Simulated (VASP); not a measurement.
# Ga (I4_1/amd) in VASP: relaxation of cell and atoms with PBE

Aim: the relaxation of cell and atoms of Ga with PBE.

Everything below comes from runs of VASP 6.6.1. Logs are shortened: lines on timing, memory, paths and dates and some standing lists are left out, and cuts for length are marked.

## (1) The cell of the first run

The structure is tetragonal, space group I4_1/amd (No. 141). The conventional cell has a = 5.216 Å, b = 5.216 Å, c = 2.869 Å, α = 90.00°, β = 90.00°, γ = 90.00°. Ga (site symmetry -4m2) has 10 Ga at 2.70 to 3.38 Å within 3.6 Å.

## (2) Relaxation of cell and atoms, PBE, target pressure 0.71 GPa, at which the enthalpy is minimised

Input file INCAR:

```
SYSTEM = Ga
PREC = Accurate
ENCUT = 600
EDIFF = 1E-7
ISMEAR = -1
SIGMA = 0.08
LREAL = .False.
LASPH = .True.
NELM = 60
ALGO = Normal
ISIF = 3
LWAVE = .False.
LCHARG = .False.
GGA = PE
IBRION = 2
NSW = 60
EDIFFG = -0.005
PSTRESS = 7.1
```

Input file KPOINTS:

```
Automatic mesh
0
Gamma
  15 15 15
  0 0 0
```

Input file POSCAR:

```
Ga
1.0
   -2.6081147151      2.6081147151      1.4344630933
    2.6081147151     -2.6081147151      1.4344630933
    2.6081147151      2.6081147151     -1.4344630933
Ga
2
Direct
   -0.3750000000     -0.1250000000     -0.2500000000
    0.3750000000      0.1250000000      0.2500000000
```

Potentials or basis: VASP PAW PBE potentials, release 64 (Ga_d).

Launch:

```
$ cat potpaw_PBE.64/Ga_d/POTCAR > POTCAR
$ mpirun -np 1 vasp_std > vasp.out
```

OUTCAR:

```text
SYSTEM = Ga
   PREC = Accurate
   ENCUT = 600
   EDIFF = 1E-7
   ISMEAR = -1
   LREAL = .False.
   LASPH = .True.
   NELM = 60
   ISIF = 3
   GGA = PE
   IBRION = 2
   NSW = 60
   EDIFFG = -0.005
   PSTRESS = 7.1

 ion  position               nearest neighbor table
   1  0.625  0.875  0.750-   2 2.70   2 2.70   2 2.70   2 2.70
   2  0.375  0.125  0.250-   1 2.70   1 2.70   1 2.70   1 2.70

  LATTYP: Found a body centered tetragonal cell.
 ALAT       =     5.2162294302
 C/A-ratio  =     0.5500000000

  Lattice vectors:

 A1 = (  -2.6081147151,   2.6081147151,   1.4344630933)
 A2 = (   2.6081147151,  -2.6081147151,   1.4344630933)
 A3 = (   2.6081147151,   2.6081147151,  -1.4344630933)

Analysis of symmetry for initial positions (statically):
=====================================================================
 Subroutine PRICEL returns:
 Original cell was already a primitive cell.

 Routine SETGRP: Setting up the symmetry group for a
 body centered tetragonal supercell.

 Subroutine GETGRP returns: Found 16 space group operations
 (whereof  4 operations were pure point group operations)
 out of a pool of 16 trial point group operations.

The static configuration has the point symmetry C_2h.
 The point group associated with its full space group is D_4h.

Analysis of symmetry for dynamics (positions and initial velocities):
=====================================================================
 Subroutine PRICEL returns:
 Original cell was already a primitive cell.

 Routine SETGRP: Setting up the symmetry group for a
 body centered tetragonal supercell.

 Subroutine GETGRP returns: Found 16 space group operations
 (whereof  4 operations were pure point group operations)
 out of a pool of 16 trial point group operations.

The dynamic configuration has the point symmetry C_2h.
 The point group associated with its full space group is D_4h.

 Subroutine INISYM returns: Found 16 space group operations
 (whereof  4 operations are pure point group operations),
 and found     1 'primitive' translations

----------------------------------------------------------------------------------------

                                     Primitive cell

  volume of cell :      39.0304

  direct lattice vectors                    reciprocal lattice vectors
    -2.608114715  2.608114715  1.434463093     0.000000000  0.191709359  0.348562471
     2.608114715 -2.608114715  1.434463093     0.191709359  0.000000000  0.348562471
     2.608114715  2.608114715 -1.434463093     0.191709359  0.191709359  0.000000000

  length of vectors
[... 85 lines left out ...]
   NSW    =     60    number of steps for IOM
   IBRION =      2    ionic relax: 0-MD 1-quasi-New 2-CG
   NFREE  =      1    steps in history (QN), initial steepest desc. (CG)
   ISIF   =      3    stress and relaxation
   ISYM   =      2    0-nonsym 1-usesym 2-fastsym
   POTIM  = 0.5000    time-step for ionic-motion
   TEBEG  =    0.0;   TEEND  =   0.0 temperature during run
   PSTRESS=    7.1 pullay stress
   NELECT =      26.0000    total number of electrons
   NUPDOWN=      -1.0000    fix difference up-down
   EMIN   =  10.00;   EMAX   =-10.00  energy-range for DOS
   EFERMI =   0.00;   METHOD = LEGACY
   ISMEAR =    -1;   SIGMA  =   0.08  broadening in eV -4-tet -1-fermi 0-gaus
   EFERMI_NEDOS =   21; number of points for ismear=-14 and -15
   IALGO  =     38    algorithm
   IMIX   =      4    mixing-type and parameters
     AMIX     =   0.40;   BMIX     =  1.00
     AMIX_MAG =   1.60;   BMIX_MAG =  1.00
  volume/ion in A,a.u.               =      19.52       131.69
  Fermi-wavevector in a.u.,A,eV,Ry     =   1.429766  2.701866 27.813457  2.044231
  Thomas-Fermi vector in A             =   2.549684
   LORBIT       =      0    0 simple, 1 ext, 2 COOP (PROOUT), +10 PAW based schemes
   GGA     = PE    functional components
   LHFCALC =     F    Hartree Fock is set to
   AEXX    =    0.0000 exact exchange contribution
   IVDW    =     0    specifies the selected vdW correction
   LEPSILON=     F    determine dielectric tensor
   LRPA    =     F    only Hartree local field effects (RPA)
 conjugate gradient relaxation of ions
 non-spin polarized calculation
  energy-cutoff  :      600.00
  volume of cell :       39.03
 maximum number of plane-waves:      1321
   NGX = 15   NGY = 15   NGZ = 15

--------------------------------------- Ionic step        1  -------------------------------------------

 number of electron      25.9999999 magnetization

 Free energy of the ion-electron system (eV)
  ---------------------------------------------------
  ext. energy  EPLUGINS =         0.00000000
  ---------------------------------------------------
  free energy    TOTEN  =        -5.69941061 eV

  energy without entropy =       -5.67932124  energy(sigma->0) =       -5.68936593

------------------------ aborting loop because EDIFF is reached ----------------------------------------

  FORCE on cell =-STRESS in cart. coord.  units (eV):
  Direction    XX          YY          ZZ          XY          YZ          ZX
  --------------------------------------------------------------------------------------
  -------------------------------------------------------------------------------------
  Total        0.3188844      0.3188844     -0.2324347      0.0000000      0.0000000      0.0000000
  in kB       13.0900442     13.0900442     -9.5413273      0.0000000      0.0000000      0.0000000
  external PRESSURE =      -1.5537463 kB  Pullay stress =       7.1000000 kB
[... 253 lines left out ...]
--------------------------------------- Ionic step        8  -------------------------------------------

 number of electron      25.9999985 magnetization

 Free energy of the ion-electron system (eV)
  ---------------------------------------------------
  ext. energy  EPLUGINS =         0.00000000
  ---------------------------------------------------
  free energy    TOTEN  =        -5.70905308 eV

  energy without entropy =       -5.68965385  energy(sigma->0) =       -5.69935346

 E-fermi :   5.1371     XC(G=0): -10.8318

 val. band max:        5.1196638462   @ k =   0.4000   0.2667   0.0667
 cond. band min:       5.1425232909   @ k =  -0.3333   0.2000   0.0000
 fundamental gap:      0.0228594447
 Fermi energy:         5.1371332833

 k-point     1 :       0.0000    0.0000    0.0000
  band No.  band energies     occupation
      1      -9.9436      2.00000
      2      -9.8740      2.00000
      3      -9.8573      2.00000
      4      -9.8504      2.00000
      5      -9.5705      2.00000
      6      -9.5705      2.00000
[... 457 lines left out ...]
      4      -9.7061      2.00000
      5      -9.6767      2.00000
      6      -9.6544      2.00000
[... 9 lines left out ...]
     16       8.6299      0.00000
     17      11.4253      0.00000

 [... further k-points ...]
[... 5 lines left out ...]
  --------------------------------------------------------------------------------------
  -------------------------------------------------------------------------------------
  Total        0.1748268      0.1748268      0.1718871      0.0000000      0.0000000     -0.0000000
  in kB        7.2193467      7.2193467      7.0979513      0.0000000      0.0000000     -0.0000000
  external PRESSURE =       0.0788816 kB  Pullay stress =       7.1000000 kB
[... 21 lines left out ...]
  energy  without entropy=       -5.6896538473  energy(sigma->0) =       -5.69935346

  enthalpy is  TOTEN    =        -5.5371163896 eV   P V=        0.1719366864

 reached required accuracy - stopping structural energy minimisation
```

OSZICAR:

```text
N       E                     dE             d eps       ncg     rms          rms(c)
DAV:   1     0.116884511359E+03    0.11688E+03   -0.15093E+04 10016   0.310E+03
DAV:   2     0.180993132074E+01   -0.11507E+03   -0.11369E+03 10321   0.386E+02
DAV:   3    -0.564403040781E+01   -0.74540E+01   -0.74215E+01 11330   0.936E+01
DAV:   4    -0.574382226241E+01   -0.99792E-01   -0.99508E-01 12563   0.115E+01
[... 62 lines left out ...]
DAV:   1    -0.570912644069E+01    0.78992E-05   -0.10009E-03 10025   0.538E-01    0.501E-02
DAV:   2    -0.570906830512E+01    0.58136E-04   -0.12263E-04 12052   0.196E-01    0.227E-02
DAV:   3    -0.570905441657E+01    0.13889E-04   -0.17707E-05 12518   0.705E-02    0.499E-03
DAV:   4    -0.570905307922E+01    0.13373E-05   -0.19790E-06 11765   0.221E-02    0.592E-04
DAV:   5    -0.570905307603E+01    0.31841E-08   -0.55801E-08  6234   0.317E-03
   8 F= -.55371164E+01 E0= -.55274168E+01  d E =-.126405E-03
```

It took 32 min on 1 thread of AMD EPYC 7R13, shared host; peak memory 0.31 GiB.

Results:

```
Free energy                                                : -5.7091 eV
Relaxed volume                                             : 19.40 Å³/atom
Relaxed cell                                               : a = 3.991 Å, b = 3.991 Å, c = 3.991 Å, α = 96.91°, β = 96.91°, γ = 139.41°
Space group after relaxing (to 0.1 Å)                      : I4_1/amd (No. 141)
Energy change on relaxing (the run minimises the enthalpy) : -4.8 meV/atom
Ionic steps                                                : 8
Pressure after relaxing                                    : 0.7 GPa
Band gap on the k mesh                                     : zero (bands 13 and 14 overlap by 6.80 eV)
```

Step by step:
| step | energy change (eV) | largest force (eV/Å) | pressure (GPa) | volume (Å³) |
| --- | --- | --- | --- | --- |
| 1 | 0.0000 | 0.0000 | 0.55 | 39.03 |
| 2 | -0.0042 | 0.0000 | 0.61 | 38.92 |
| 3 | -0.0088 | 0.0000 | 0.92 | 38.65 |
| 4 | -0.0087 | 0.0000 | 0.95 | 38.61 |
| 5 | -0.0099 | 0.0000 | 0.61 | 38.85 |
| 6 | -0.0096 | 0.0000 | 0.82 | 38.78 |
| 7 | -0.0097 | 0.0000 | 0.60 | 38.82 |
| 8 | -0.0096 | 0.0000 | 0.72 | 38.80 |

Final structure:
```
CELL_PARAMETERS angstrom
-2.64696 2.64696 1.38442
2.64696 -2.64696 1.38442
2.64696 2.64696 -1.38442
ATOMIC_POSITIONS crystal
Ga 0.62500 0.87500 0.75000
Ga 0.37500 0.12500 0.25000
```

Caveat: the cell is relaxed towards a set pressure, so the run minimises the enthalpy, not the energy.

The gap in the log of VASP goes by the Fermi energy; the results here count the filled bands.